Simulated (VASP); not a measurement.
# CuO (Cc) in VASP: a series of runs

Aim: see how the results for CuO move with the level of theory and the settings. Levels: PBE, LDA, BLYP. Tasks: single point.

Program: VASP 6.6.1. These are calculated values, not measurements. Logs are shortened: lines on timing, memory, paths and dates and some standing lists are left out, and cuts for length are marked.

### 1 The cell of the first run

It takes space group Cc (No. 9, monoclinic). The conventional cell has a = 4.689 Å, b = 3.427 Å, c = 5.132 Å, α = 90.00°, β = 99.65°, γ = 90.00°. Cu (site symmetry 1) has 4 O at 1.91 to 2.02 Å within 2.5 Å. Within 2.5 Å of O (site symmetry 1) lie 4 Cu at 1.91 to 2.02 Å.

### 2 Single point, PBE

The input, INCAR:

```
SYSTEM = CuO
PREC = Accurate
ENCUT = 520
EDIFF = 1E-6
ISMEAR = -1
SIGMA = 0.05
LREAL = .FALSE.
LASPH = .TRUE.
NELM = 60
ALGO = Normal
ISIF = 2
LWAVE = .FALSE.
LCHARG = .TRUE.
GGA = PE
LELF = .TRUE.
LVHAR = .TRUE.
NBANDS = 25
```

The input, KPOINTS:

```
Automatic mesh
0
G
  4 4 3
  0 0 0
```

The input, POSCAR:

```
CuO
1.0
    2.3446497600     -1.7133998200      0.0000000000
    2.3446497600      1.7133998200      0.0000000000
   -0.8605499100      0.0000000000      5.0594394800
Cu O
2 2
Direct
    0.0032000000      0.4968000000      0.0000000000
    0.4968000000      0.0032000000      0.5000000000
    0.5714000000      0.4056000000      0.2537000000
    0.4056000000      0.5714000000      0.7537000000
```

Potentials or basis: VASP PAW PBE potentials, release 64 (Cu, O).

The run is started by

```
$ cat potpaw_PBE.64/Cu/POTCAR potpaw_PBE.64/O/POTCAR > POTCAR
$ mpirun -np 1 vasp_std > vasp.out
```

OUTCAR:

```text
SYSTEM = CuO
   PREC = Accurate
   ENCUT = 520
   EDIFF = 1E-6
   ISMEAR = -1
   LREAL = .FALSE.
   LASPH = .TRUE.
   NELM = 60
   ISIF = 2
   GGA = PE

 ion  position               nearest neighbor table
   1  0.003  0.497  0.000-   4 1.91   3 1.93   4 1.98   3 2.02
   2  0.497  0.003  0.500-   3 1.91   4 1.93   3 1.98   4 2.02
   3  0.571  0.406  0.254-   2 1.91   1 1.93   2 1.98   1 2.02
   4  0.406  0.571  0.754-   1 1.91   2 1.93   1 1.98   2 2.02

  LATTYP: Found a base centered monoclinic cell.
 ALAT       =     4.6892995200
 B/A-ratio  =     0.7307700490
 C/A-ratio  =     1.0944283419
 COS(beta)  =    -0.1676798045

  Lattice vectors:

 A1 = (   2.3446497600,  -1.7133998200,   0.0000000000)
 A2 = (   2.3446497600,   1.7133998200,   0.0000000000)
 A3 = (  -0.8605499100,   0.0000000000,   5.0594394800)

Analysis of symmetry for initial positions (statically):
=====================================================================
 Subroutine PRICEL returns:
 Original cell was already a primitive cell.

 Routine SETGRP: Setting up the symmetry group for a
 base centered monoclinic supercell.

 Subroutine GETGRP returns: Found  2 space group operations
 (whereof  1 operations were pure point group operations)
 out of a pool of  4 trial point group operations.

The static configuration has the point symmetry C_1 .
 The point group associated with its full space group is C_1h.

Analysis of symmetry for dynamics (positions and initial velocities):
=====================================================================
 Subroutine PRICEL returns:
 Original cell was already a primitive cell.

 Routine SETGRP: Setting up the symmetry group for a
 base centered monoclinic supercell.

 Subroutine GETGRP returns: Found  2 space group operations
 (whereof  1 operations were pure point group operations)
 out of a pool of  4 trial point group operations.

The dynamic configuration has the point symmetry C_1 .
 The point group associated with its full space group is C_1h.

 Subroutine INISYM returns: Found  2 space group operations
 (whereof  1 operations are pure point group operations),
 and found     1 'primitive' translations

----------------------------------------------------------------------------------------

                                     Primitive cell
[... 83 lines left out ...]
   LSORBIT =      F    spin-orbit coupling
   LASPH  =      T    aspherical Exc in radial PAW
   ENCUT  =  520.0 eV  38.22 Ry    6.18 a.u.   5.40  5.40  9.54*2*pi/ulx,y,z
   NELM   =     60;   NELMIN=  2; NELMDL= -5     # of ELM steps
   EDIFF  = 0.1E-05   stopping-criterion for ELM
   LREAL  =      F    real-space projection
   EDIFFG = 0.1E-04   stopping-criterion for IOM
   NSW    =      0    number of steps for IOM
   IBRION =     -1    ionic relax: 0-MD 1-quasi-New 2-CG
   NFREE  =      0    steps in history (QN), initial steepest desc. (CG)
   ISIF   =      2    stress and relaxation
   ISYM   =      2    0-nonsym 1-usesym 2-fastsym
   POTIM  = 0.5000    time-step for ionic-motion
   TEBEG  =    0.0;   TEEND  =   0.0 temperature during run
   PSTRESS=    0.0 pullay stress
   NELECT =      34.0000    total number of electrons
   NUPDOWN=      -1.0000    fix difference up-down
   EMIN   =  10.00;   EMAX   =-10.00  energy-range for DOS
   EFERMI =   0.00;   METHOD = LEGACY
   ISMEAR =    -1;   SIGMA  =   0.05  broadening in eV -4-tet -1-fermi 0-gaus
   EFERMI_NEDOS =   21; number of points for ismear=-14 and -15
   IALGO  =     38    algorithm
   IMIX   =      4    mixing-type and parameters
     AMIX     =   0.40;   BMIX     =  1.00
     AMIX_MAG =   1.60;   BMIX_MAG =  1.00
  volume/ion in A,a.u.               =      10.16        68.58
  Fermi-wavevector in a.u.,A,eV,Ry     =   1.542451  2.914810 32.370379  2.379156
  Thomas-Fermi vector in A             =   2.648254
   LORBIT       =      0    0 simple, 1 ext, 2 COOP (PROOUT), +10 PAW based schemes
   GGA     = PE    functional components
   LHFCALC =     F    Hartree Fock is set to
   AEXX    =    0.0000 exact exchange contribution
   IVDW    =     0    specifies the selected vdW correction
   LEPSILON=     F    determine dielectric tensor
   LRPA    =     F    only Hartree local field effects (RPA)
 non-spin polarized calculation
  energy-cutoff  :      520.00
  volume of cell :       40.65
 maximum number of plane-waves:      1129
 NGX is ok and might be reduce to    24
   NGX = 11   NGY = 11   NGZ = 19

 number of electron      33.9999999 magnetization

 Free energy of the ion-electron system (eV)
  ---------------------------------------------------
  ext. energy  EPLUGINS =         0.00000000
  ---------------------------------------------------
  free energy    TOTEN  =       -19.51157956 eV

  energy without entropy =      -19.48696150  energy(sigma->0) =      -19.49927053

 E-fermi :   5.6700     XC(G=0): -11.8992

 val. band max:        5.6503192596   @ k =   0.5000   0.2500   0.3333
 cond. band min:       5.7257013790   @ k =  -0.2500   0.2500   0.3333
 fundamental gap:      0.0753821194
 Fermi energy:         5.6700436514

 k-point     1 :       0.0000    0.0000    0.0000
  band No.  band energies     occupation
      1     -14.2321      2.00000
      2     -12.9195      2.00000
      3      -2.4403      2.00000
      4       0.1504      2.00000
      5       0.5065      2.00000
      6       2.3052      2.00000
[... 465 lines left out ...]
     24      20.0231      0.00000
     25      21.6931      0.00000

------------------------ aborting loop because EDIFF is reached ----------------------------------------

  FORCE on cell =-STRESS in cart. coord.  units (eV):
  Direction    XX          YY          ZZ          XY          YZ          ZX
  --------------------------------------------------------------------------------------
  -------------------------------------------------------------------------------------
  Total        1.5076179      1.8182542      1.5718532      0.0000000      0.0000000     -0.3560350
  in kB       59.4200158     71.6631804     61.9517363      0.0000000      0.0000000    -14.0324729
  external PRESSURE =      64.3449775 kB  Pullay stress =       0.0000000 kB

 VOLUME and BASIS-vectors are now :
 -----------------------------------------------------------------------------
  energy-cutoff  :      520.00
  volume of cell :       40.65
      direct lattice vectors                 reciprocal lattice vectors
     2.344649760 -1.713399820  0.000000000     0.213251467 -0.291817470  0.036271514
     2.344649760  1.713399820  0.000000000     0.213251467  0.291817470  0.036271514
    -0.860549910  0.000000000  5.059439480     0.000000000  0.000000000  0.197650353

 POSITION                                       TOTAL-FORCE (eV/Angst)
 -----------------------------------------------------------------------------------
      1.17232      0.84573      0.00000        -0.644043      0.366734      0.256452
      0.74205     -0.84573      2.52972        -0.644043     -0.366734      0.256452
      2.07240     -0.28408      1.28358         0.644043      0.255364     -0.256452
      1.64213      0.28408      3.81330         0.644043     -0.255364     -0.256452
 -----------------------------------------------------------------------------------
    total drift:                               -0.000206      0.000000     -0.000519

  FREE ENERGIE OF THE ION-ELECTRON SYSTEM (eV)
  ---------------------------------------------------
  free  energy   TOTEN  =       -19.5115795587 eV

  energy  without entropy=      -19.4869614956  energy(sigma->0) =      -19.49927053
```

Wall time 26 s (1 thread of Intel Xeon 8259CL, shared host); peak memory 0.16 GiB.

What came out:

```
Free energy            : -19.5116 eV
Pressure               : 6.4 GPa
Largest force          : 0.784 eV/Å
Band gap on the k mesh : zero (bands 17 and 18 overlap by 0.31 eV)
```

Forces on the atoms (eV/Å):
```
Cu  -0.644  0.367  0.256
Cu  -0.644 -0.367  0.256
O    0.644  0.255 -0.256
O    0.644 -0.255 -0.256
```

Levels at points of the mesh, in eV from the Fermi level:
```tsv
k point	band 13	band 14	band 15	band 16	band 17	band 18	band 19	band 20	band 21	band 22
(0.00, 0.00, 0.00)	-2.30	-2.20	-2.11	-1.64	0.22	0.93	1.72	6.06	8.16	13.37
(0.50, 0.00, 0.00)	-2.04	-1.58	-1.47	-1.38	-0.02	0.30	4.92	6.33	6.96	11.11
(0.50, 0.50, 0.00)	-2.12	-2.10	-1.66	-1.21	-0.63	1.07	3.40	7.07	8.58	10.00
```

Caveat: the k points lie up to 0.57 Å⁻¹ apart; semilocal functionals underestimate gaps, and a narrow one can read as zero; semilocal functionals often make such compounds metallic where correlation or magnetic order opens a gap, which also shifts bond lengths. With open d or f shells a metallic result of PBE can be an artefact of self-interaction; +U or a hybrid may open a gap.

### 3 Single point, LDA

This run uses another cell than the first one, of 9.55 Å³/atom.

The input, INCAR:

```
SYSTEM = CuO
PREC = Accurate
ENCUT = 520
EDIFF = 1E-7
ISMEAR = -1
SIGMA = 0.05
LREAL = .FALSE.
LASPH = .TRUE.
NELM = 60
ALGO = Normal
ISIF = 2
LWAVE = .FALSE.
LCHARG = .FALSE.
NBANDS = 25
```

The input, KPOINTS:

```
Automatic mesh
0
G
  10 10 5
  0 0 0
```

The input, POSCAR:

```
CuO
1.0
    2.2967863347     -1.6784226623      0.0000000000
    2.2967863347      1.6784226623      0.0000000000
   -0.8429827377      0.0000000000      4.9561566325
Cu O
2 2
Direct
    0.0032000000      0.4968000000      0.0000000000
    0.4968000000      0.0032000000      0.5000000000
    0.5714000000      0.4056000000      0.2537000000
    0.4056000000      0.5714000000      0.7537000000
```

Potentials or basis: VASP PAW LDA potentials, release 64 (Cu, O).

The run is started by

```
$ cat potpaw_LDA.64/Cu/POTCAR potpaw_LDA.64/O/POTCAR > POTCAR
$ mpirun -np 1 vasp_std > vasp.out
```

Wall time 3.3 min (1 thread of Intel Xeon 8259CL, shared host); peak memory 0.23 GiB.

The run converged. Its results:

- Free energy: -23.1505 eV
- Pressure: 3.1 GPa
- Largest force: 0.899 eV/Å
- Band gap on the k mesh: zero (bands 17 and 18 overlap by 0.61 eV)

Forces in eV/Å, atoms in the order of the input:
```
Cu  -0.741  0.418  0.290
Cu  -0.741 -0.418  0.290
O    0.741  0.271 -0.290
O    0.741 -0.271 -0.290
```

Stress tensor (GPa, compression positive):
```
 2.81  0.00 -2.14
 0.00  3.62  0.00
-2.14  0.00  2.72
```

Levels at points of the mesh, in eV from the Fermi level:
```csv
k point,band 13,band 14,band 15,band 16,band 17,band 18,band 19,band 20,band 21,band 22
"(0.00, 0.00, 0.00)",-2.53,-2.41,-2.33,-1.77,0.24,0.98,1.98,6.06,8.45,13.44
"(0.50, 0.00, 0.00)",-2.20,-1.72,-1.61,-1.50,-0.04,0.28,4.77,6.51,7.18,11.32
"(0.50, 0.50, 0.00)",-2.32,-2.31,-1.75,-1.31,-0.69,1.14,3.12,7.16,8.56,10.38
```

Caveat: the cell stands under pressure; semilocal functionals often make such compounds metallic where correlation or magnetic order opens a gap, which also shifts bond lengths. With open d or f shells a metallic result of LDA can be an artefact of self-interaction; +U or a hybrid may open a gap.

[end of part 1 of 3]

The gap in the log of VASP goes by the Fermi energy; the results here count the filled bands.